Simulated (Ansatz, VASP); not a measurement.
## As: VASP beside Ansatz

```
CELL_PARAMETERS angstrom
3.51858 0.00000 0.00000
-1.75929 3.04718 0.00000
0.00000 0.00000 26.60000
ATOMIC_POSITIONS crystal
As 0.33333 0.66667 0.26324
As 0.66667 0.33333 0.31571
```

Alike in both runs: functional PBEsol; dispersion D3(BJ); k mesh 12 × 12 × 1; occupations gaussian, width 0.03 eV; no spin polarisation.

Ansatz relaxed the structure, and its values are those at the end. VASP's run is a single point on that final structure, the one shown.

```csv
,VASP,Ansatz
version,VASP 6.6.1,Ansatz 0.2.0
potentials or method,"VASP PAW PBE potentials, release 64 (As), cutoff 400 eV","scalar-relativistic, plane waves, PAW"
valence electrons in the cell,10,30
```

|  | VASP | Ansatz | Ansatz less VASP |
| --- | --- | --- | --- |
| gap on the k mesh at the Fermi level (eV) | 1.41 | 1.41 | -0.004 |
| least direct gap on the mesh (eV) | 2.15 | 2.16 | +0.008 |
| rms of the force components (eV/Å) | 0.069 | 0.000 | -0.0685 |

VASP's potentials were made for PBE, not for PBEsol, and Ansatz warns of the same on its side. VASP's potentials hold 10 valence electrons a cell and Ansatz's 30, so a difference there can come from the potentials and not from the codes. Ansatz's warnings: slab cell height set, structure snapped to symmetry.
